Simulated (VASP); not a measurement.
# Si16HC16 (a cell with a defect) in VASP: a series of runs, part 2 of 4

VASP 6.6.1. The steps go on from the part before.

### 3 Single point, PBE

Contents of INCAR:

```
ALGO = Normal ; EDIFF = 1E-6
ENCUT = 520 ; GGA = PE
GGA_COMPAT = F ; ISIF = 2
ISMEAR = -1 ; LASPH = T
LCHARG = F ; LREAL = Auto
LWAVE = F ; NBANDS = 86
NELECT = 130.0 ; NELM = 120
PREC = Accurate ; SIGMA = 0.01
```

Contents of KPOINTS:

```
k-points
0
Gamma
  1 1 1
```

Contents of POSCAR:

```
Si16HC16
1.0
    6.1879230300      0.0000000600      0.0000000000
   -3.0939615600      5.3588985100      0.0000000000
    0.0000000000      0.0000000000     10.1287833600
Si C H
16 16 1
Direct
    0.3333730126      0.1664288241      0.9433116963
    0.1662519301      0.3335641532      0.4366006397
    0.0003841465     -0.0000458773      0.6888535109
    0.0034750584      0.0014926265      0.1865028369
    0.3450453056      0.6722577865      0.9360042015
    0.1662295298      0.8321923357      0.4366043591
    0.0000217115      0.4997596268      0.6872495858
    0.0000247390      0.4997582103      0.1836180559
    0.8275061748      0.1547361854      0.9360082416
    0.6676026778      0.3335469674      0.4365911425
    0.4998405197     -0.0000557223      0.6888456561
    0.4982862198      0.0014771374      0.1865103111
    0.8275088666      0.6722903195      0.9359991125
    0.6666925906      0.8331021540      0.4369594188
    0.4998587824      0.4994041160      0.6888414442
    0.4983210915      0.4963266914      0.1865083746
    0.3333689454      0.1664387536      0.7506629445
    0.1661413762      0.3336861209      0.2485051209
    0.0007319280      0.0001304626      0.4985801729
    0.0063367435      0.0029193532      0.0011862296
    0.3321988086      0.6658218854      0.7457713779
    0.1660870856      0.8319312466      0.2485105963
    0.0000276260      0.4997756667      0.4972515230
    0.0000201646      0.4997649543     -0.0048899169
    0.8339304358      0.1676073025      0.7457932400
    0.6678547548      0.3336657276      0.2484982036
    0.4996576883      0.0001052223      0.4985621235
    0.4968670257      0.0028822061      0.0012037953
    0.8339415695      0.6658342306      0.7457867579
    0.6666901056      0.8331057202      0.2473252745
    0.4996836019      0.4990644835      0.4985613205
    0.4968845458      0.4934591973      0.0012091699
   -0.3333108762     -0.1669212165      0.8850727332
```

Potentials or basis: VASP PAW PBE potentials, release 64 (Si, C, H).

Started as:

```console
$ cat potpaw_PBE.64/Si/POTCAR potpaw_PBE.64/C/POTCAR potpaw_PBE.64/H/POTCAR > POTCAR
$ mpirun -np 1 vasp_gam > vasp.out
```

OUTCAR:

```text
EDIFF = 1E-6
   ENCUT = 520
   GGA = PE
   ISIF = 2
   ISMEAR = -1
   LASPH = T
   LREAL = Auto
   NELECT = 130.0
   NELM = 120
   PREC = Accurate

 ion  position               nearest neighbor table
   1  0.333  0.166  0.943-  20 1.85  32 1.85  28 1.85  17 1.95  12 3.03   4 3.03  16 3.03   9 3.10
                             5 3.10  13 3.10  13 3.10   5 3.10   9 3.10  11 3.13   3 3.13  15 3.13
   2  0.166  0.334  0.437-  23 1.88  31 1.89  19 1.89  18 1.91   6 3.09  10 3.09  14 3.09  14 3.09
                            16 3.10   4 3.10   7 3.10  10 3.10   6 3.10  15 3.12   3 3.12   8 3.12
   3  0.000  1.000  0.689-  25 1.88  29 1.88  17 1.89  19 1.93  13 3.06   9 3.06  11 3.09  15 3.09
                             7 3.09   7 3.09  15 3.10  11 3.10  14 3.12   6 3.12   2 3.12   1 3.13
   4  0.003  0.001  0.187-  20 1.88  22 1.89  18 1.89  30 1.91   1 3.03  12 3.06  16 3.06   9 3.09
                            13 3.09   8 3.09   8 3.09   6 3.10   2 3.10  14 3.11  16 3.13  12 3.13
   5  0.345  0.672  0.936-  33 1.80  28 1.89  32 1.89  21 1.93  24 1.94  13 2.99   9 2.99  15 3.06
                            11 3.06  16 3.09  12 3.09   1 3.10   1 3.10   8 3.12   7 3.13
   6  0.166  0.832  0.437-  23 1.88  27 1.89  19 1.89  22 1.91  10 3.09   2 3.09  14 3.09  14 3.09
                            12 3.10   4 3.10   7 3.10   2 3.10  10 3.10  11 3.12   3 3.12   8 3.12
   7  0.000  0.500  0.687-  29 1.88  25 1.88  21 1.88  23 1.92  15 3.09   3 3.09  11 3.09  11 3.09
                             3 3.09  15 3.09   6 3.10   2 3.10  10 3.10   5 3.13  13 3.13   9 3.13
   8  0.000  0.500  0.184-  26 1.90  22 1.90  18 1.90  24 1.91  16 3.09  12 3.09   4 3.09   4 3.09
                            12 3.09  16 3.09   9 3.12   5 3.12  13 3.12  10 3.12   2 3.12   6 3.12
   9  0.828  0.155  0.936-  33 1.80  20 1.89  28 1.89  25 1.93  24 1.94  13 2.99   5 2.99   3 3.06
[... 16 lines left out ...]
  18  0.166  0.334  0.249-  16 1.89   4 1.89   8 1.90   2 1.91
  19  0.001  0.000  0.499-   6 1.89   2 1.89  14 1.90   3 1.93
  20  0.006  0.003  0.001-   1 1.85   4 1.88  13 1.89   9 1.89
  21  0.332  0.666  0.746-   7 1.88  15 1.88  11 1.88   5 1.93
  22  0.166  0.832  0.249-   4 1.89  12 1.89   8 1.90   6 1.91
[... 8 lines left out ...]
  31  0.500  0.499  0.499-   2 1.89  10 1.89  14 1.90  15 1.93
  32  0.497  0.493  0.001-   1 1.85  16 1.88  13 1.89   5 1.89
  33  0.667  0.833  0.885-  13 1.80   5 1.80   9 1.80

  LATTYP: Found a hexagonal cell.
 ALAT       =     6.1879230300
 C/A-ratio  =     1.6368631786

  Lattice vectors:

 A1 = (   6.1879230300,   0.0000000600,   0.0000000000)
 A2 = (  -3.0939615600,   5.3588985100,   0.0000000000)
 A3 = (   0.0000000000,   0.0000000000,  10.1287833600)

Analysis of symmetry for initial positions (statically):
=====================================================================
 Subroutine PRICEL returns:
 Original cell was already a primitive cell.

 Routine SETGRP: Setting up the symmetry group for a
 hexagonal supercell.

 Subroutine GETGRP returns: Found  1 space group operations
 (whereof  1 operations were pure point group operations)
 out of a pool of 24 trial point group operations.

The static configuration has the point symmetry C_1 .

Analysis of symmetry for dynamics (positions and initial velocities):
=====================================================================
 Subroutine PRICEL returns:
 Original cell was already a primitive cell.

 Routine SETGRP: Setting up the symmetry group for a
 hexagonal supercell.

 Subroutine GETGRP returns: Found  1 space group operations
 (whereof  1 operations were pure point group operations)
 out of a pool of 24 trial point group operations.

The dynamic configuration has the point symmetry C_1 .

[... 120 lines left out ...]
   total plane-waves  NPLWV = 184320
   dimension x,y,z NGX =    48 NGY =   48 NGZ =   80
   dimension x,y,z NGXF=    96 NGYF=   96 NGZF=  160
   ions per type =              16  16   1
   NGX,Y,Z   is equivalent  to a cutoff of  12.90, 12.90, 13.13 a.u.
   NGXF,Y,Z  is equivalent  to a cutoff of  25.79, 25.79, 26.26 a.u.
 SYSTEM =  unknown system
   PREC   = accura    normal or accurate (medium, high low for compatibility)
   ISTART =      0    job   : 0-new  1-cont  2-samecut
   ICHARG =      2    charge: 1-file 2-atom 10-const
   ISPIN  =      1    spin polarized calculation?
   LNONCOLLINEAR =      F non collinear calculations
   LSORBIT =      F    spin-orbit coupling
   LASPH  =      T    aspherical Exc in radial PAW
   ENCUT  =  520.0 eV  38.22 Ry    6.18 a.u.  11.51 11.51 18.83*2*pi/ulx,y,z
   NELM   =    120;   NELMIN=  2; NELMDL= -5     # of ELM steps
   EDIFF  = 0.1E-05   stopping-criterion for ELM
   LREAL  =      T    real-space projection
   EDIFFG = 0.1E-04   stopping-criterion for IOM
   NSW    =      0    number of steps for IOM
   IBRION =     -1    ionic relax: 0-MD 1-quasi-New 2-CG
   NFREE  =      0    steps in history (QN), initial steepest desc. (CG)
   ISIF   =      2    stress and relaxation
   ISYM   =      2    0-nonsym 1-usesym 2-fastsym
   POTIM  = 0.5000    time-step for ionic-motion
   TEBEG  =    0.0;   TEEND  =   0.0 temperature during run
   PSTRESS=    0.0 pullay stress
   NELECT =     130.0000    total number of electrons
   NUPDOWN=      -1.0000    fix difference up-down
   EMIN   =  10.00;   EMAX   =-10.00  energy-range for DOS
   EFERMI =   0.00;   METHOD = LEGACY
   ISMEAR =    -1;   SIGMA  =   0.01  broadening in eV -4-tet -1-fermi 0-gaus
   EFERMI_NEDOS =   21; number of points for ismear=-14 and -15
   IALGO  =     38    algorithm
   IMIX   =      4    mixing-type and parameters
     AMIX     =   0.40;   BMIX     =  1.00
     AMIX_MAG =   1.60;   BMIX_MAG =  1.00
  volume/ion in A,a.u.               =      10.18        68.68
  Fermi-wavevector in a.u.,A,eV,Ry     =   1.193063  2.254562 19.366523  1.423399
  Thomas-Fermi vector in A             =   2.329086
   LORBIT       =      0    0 simple, 1 ext, 2 COOP (PROOUT), +10 PAW based schemes
   GGA     = PE    functional components
   LHFCALC =     F    Hartree Fock is set to
   AEXX    =    0.0000 exact exchange contribution
   IVDW    =     0    specifies the selected vdW correction
   LEPSILON=     F    determine dielectric tensor
   LRPA    =     F    only Hartree local field effects (RPA)
 non-spin polarized calculation
  energy-cutoff  :      520.00
  volume of cell :      335.88
 maximum number of plane-waves:      4519
 NGX is ok and might be reduce to    48
   NGX = 23   NGY = 23   NGZ = 37

 number of electron     130.0000002 magnetization

 Free energy of the ion-electron system (eV)
  ---------------------------------------------------
  ext. energy  EPLUGINS =         0.00000000
  ---------------------------------------------------
  free energy    TOTEN  =      -213.85107424 eV

  energy without entropy =     -213.85107424  energy(sigma->0) =     -213.85107424

 E-fermi :   8.6084     XC(G=0): -11.2946

 val. band max:        8.3502904281   @ k =   0.0000   0.0000   0.0000
 cond. band min:      10.2055418915   @ k =   0.0000   0.0000   0.0000
 fundamental gap:      1.8552514634
 Fermi energy:         8.6084103472

 k-point     1 :       0.0000    0.0000    0.0000
  band No.  band energies     occupation
      1      -7.2765      2.00000
      2      -6.1170      2.00000
      3      -6.0371      2.00000
      4      -3.8573      2.00000
      5      -3.8572      2.00000
      6      -3.7847      2.00000
[... 69 lines left out ...]
     76      12.7346      0.00000
     77      13.0384      0.00000
 [bands above 77 left out]

------------------------ aborting loop because EDIFF is reached ----------------------------------------

  FORCE on cell =-STRESS in cart. coord.  units (eV):
  Direction    XX          YY          ZZ          XY          YZ          ZX
  --------------------------------------------------------------------------------------
  -------------------------------------------------------------------------------------
  Total       32.5915781     32.5969595     -0.9142749      0.0005687      0.0036218     -0.0001564
  in kB      155.4670120    155.4926821     -4.3612365      0.0027128      0.0172764     -0.0007460
  external PRESSURE =     102.1994859 kB  Pullay stress =       0.0000000 kB

 VOLUME and BASIS-vectors are now :
 -----------------------------------------------------------------------------
  energy-cutoff  :      520.00
  volume of cell :      335.88
      direct lattice vectors                 reciprocal lattice vectors
     6.187923030  0.000000060  0.000000000     0.161605112  0.093302757  0.000000000
    -3.093961560  5.358898510  0.000000000    -0.000000002  0.186605511  0.000000000
     0.000000000  0.000000000 10.128783360     0.000000000  0.000000000  0.098728541

 POSITION                                       TOTAL-FORCE (eV/Angst)
 -----------------------------------------------------------------------------------
      1.54796      0.89188      9.55460         0.000582     -0.000589      0.000844
     -0.00328      1.78754      4.42223         0.002653     -0.001989      0.003213
     -3.09144      5.35865      6.97725        -0.002164     -0.001348     -0.000430
      0.01689      0.00800      1.88905        -0.001284     -0.000973      0.003099
      0.05517      3.60256      9.48058         0.000919      0.000183     -0.000462
     -1.54616      4.45963      4.42227        -0.000760      0.004242      0.002604
[... 25 lines left out ...]
      1.54794      2.64440      0.01225         0.000719      0.008036     -0.018769
      1.54791      4.46438      8.96471         0.000057     -0.000001     -0.003179
 -----------------------------------------------------------------------------------
    total drift:                               -0.007944      0.013367      0.080326

  FREE ENERGIE OF THE ION-ELECTRON SYSTEM (eV)
  ---------------------------------------------------
  free  energy   TOTEN  =      -213.8510742437 eV

  energy  without entropy=     -213.8510742437  energy(sigma->0) =     -213.85107424
```

Wall time 2.3 min (1 thread of Intel Xeon 8259CL, shared host); peak memory 0.36 GiB.

Results:

| Item | Value |
| --- | --- |
| Free energy | -213.8511 eV |
| Largest force | 0.021 eV/Å |

Forces on the atoms (eV/Å):
```
Si   0.001 -0.001  0.001
Si   0.003 -0.002  0.003
Si  -0.002 -0.001  0.000
Si  -0.001 -0.001  0.003
Si   0.001  0.000  0.000
Si  -0.001  0.004  0.003
Si   0.001  0.000 -0.003
Si   0.001  0.000  0.006
Si   0.001  0.000  0.000
Si  -0.004 -0.002  0.004
Si   0.002 -0.002 -0.001
Si   0.002 -0.001  0.002
Si   0.000 -0.001  0.001
Si   0.000  0.001  0.001
Si   0.000  0.002  0.000
Si   0.000  0.001  0.004
C    0.002 -0.004  0.004
C    0.005 -0.005 -0.003
C   -0.007 -0.004 -0.002
C   -0.008 -0.005 -0.016
C    0.000  0.003  0.012
C    0.001  0.008  0.000
C    0.000  0.000  0.004
C    0.000 -0.001  0.003
C    0.000 -0.003  0.009
C   -0.008 -0.003  0.000
C    0.007  0.000 -0.003
C    0.008 -0.002 -0.019
C   -0.003  0.003  0.009
C    0.000  0.002  0.001
C    0.001  0.007 -0.001
C    0.001  0.008 -0.019
H    0.000  0.000 -0.003
```

Caveat: the k points lie up to 1.17 Å⁻¹ apart, too coarse for converged energies, forces and pressures; the cell carries a net charge on a neutralising background, which shifts energy and pressure; the cell is charged against a uniform background, so pressure and absolute levels hang on convention.

### 4 Single point, PBE

Contents of INCAR:

```
ALGO = Normal ; EDIFF = 1E-6
ENCUT = 520 ; GGA = PE
GGA_COMPAT = False ; ISIF = 2
ISMEAR = -1 ; LASPH = True
LCHARG = False ; LREAL = Auto
LWAVE = False ; NBANDS = 86
NELECT = 130.0 ; NELM = 120
PREC = Accurate ; SIGMA = 0.01
```

KPOINTS is that of step 3.

Contents of POSCAR:

```
Si16HC16
1.0
    6.1879230300      0.0000000600      0.0000000000
   -3.0939615600      5.3588985100      0.0000000000
    0.0000000000      0.0000000000     10.1287833600
Si C H
16 16 1
Direct
    0.3274402271      0.1724591310      0.9357749754
    0.1666248359      0.3332884522      0.4367531462
   -0.0002317680     -0.0004237811      0.6886305840
   -0.0017495092     -0.0034699295      0.1863025334
    0.3274366890      0.6549082752      0.9357714212
    0.1675335008      0.8337422292      0.4363957489
   -0.0002316343      0.5001315093      0.6886319662
   -0.0017462230      0.5016751101      0.1863013486
    0.8450083181      0.1724712546      0.9357702365
    0.6661754654      0.3323882616      0.4363953540
    0.4999537435     -0.0000535614      0.6870510260
    0.4999685415     -0.0000401258      0.1833967550
    0.8332892983      0.6666136601      0.9430976713
    0.6661732877      0.8337353192      0.4363964400
    0.5003172937      0.5001260921      0.6886368039
    0.5033825488      0.5016654010      0.1863023359
    0.3338526587      0.1660326237      0.7455824388
    0.1666257506      0.3332912513      0.2471439966
   -0.0003871823     -0.0007426899      0.4983397137
   -0.0031816132     -0.0063341375      0.0009669473
    0.3338573334      0.6677569977      0.7455810566
    0.1678093079      0.8338849824      0.2482822379
   -0.0003871021      0.5003063587      0.4983419845
   -0.0031822451      0.5030888335      0.0009664537
    0.8321418978      0.1660385895      0.7455768113
    0.6660499647      0.3321311192      0.2482821392
    0.4999622871     -0.0000442311      0.4970832943
    0.4999655357     -0.0000500159     -0.0051216418
    0.8332853948      0.6666132869      0.7504665397
    0.6660477708      0.8338711681      0.2482840150
    0.5006538202      0.5003007549      0.4983451438
    0.5062307233      0.5030834162      0.0009638867
    0.1666058227      0.3332724041      0.8848763649
```

Started as:

```console
$ cat potpaw_PBE.64/Si/POTCAR potpaw_PBE.64/C/POTCAR potpaw_PBE.64/H/POTCAR > POTCAR
$ mpirun -np 1 vasp_gam > vasp.out
```

Run time: 2.8 min. Hardware: 1 thread of Intel Xeon 8259CL, shared host; peak memory 0.36 GiB.

Results (log left out):

```yaml
Free_energy: -213.8509 eV
Largest_force: 0.015 eV/Å
```

Forces on the atoms (eV/Å):
```
Si   0.000  0.000  0.003
Si   0.000  0.000  0.002
Si   0.000  0.004  0.002
Si   0.000 -0.001 -0.001
Si   0.000  0.001  0.003
Si  -0.002 -0.001  0.000
Si   0.003 -0.002  0.002
Si  -0.001  0.000 -0.002
Si  -0.001 -0.001  0.003
Si   0.000  0.002  0.001
Si   0.000  0.000 -0.002
Si   0.000  0.000  0.005
Si   0.000  0.000  0.003
Si   0.002 -0.001  0.001
Si  -0.003 -0.002  0.002
Si   0.001  0.000 -0.002
C    0.000  0.002  0.007
C    0.000 -0.001 -0.004
C    0.000  0.009  0.004
C    0.000  0.007 -0.013
C    0.000  0.002  0.007
C   -0.010 -0.006  0.002
C    0.008 -0.004  0.003
C    0.007 -0.004 -0.013
C    0.001  0.001  0.007
C    0.000  0.010  0.002
C    0.000 -0.001 -0.002
C    0.001  0.001 -0.001
C    0.000 -0.001 -0.005
C    0.008 -0.006  0.002
C   -0.007 -0.005  0.002
C   -0.007 -0.005 -0.013
H    0.000  0.000 -0.005
```

Levels at points of the mesh, in eV from the Fermi level:
```csv
k point,band 63,band 64,band 65,band 66,band 67,band 68
"(0.00, 0.00, 0.00)",-0.29,-0.26,-0.26,1.60,1.60,1.67
```

Caveat: the k points lie up to 1.17 Å⁻¹ apart, too coarse for converged energies, forces and pressures; the cell carries a net charge on a neutralising background, which shifts energy and pressure; the cell is charged against a uniform background, so pressure and absolute levels hang on convention.

(Part 2 of 4 ends here.)
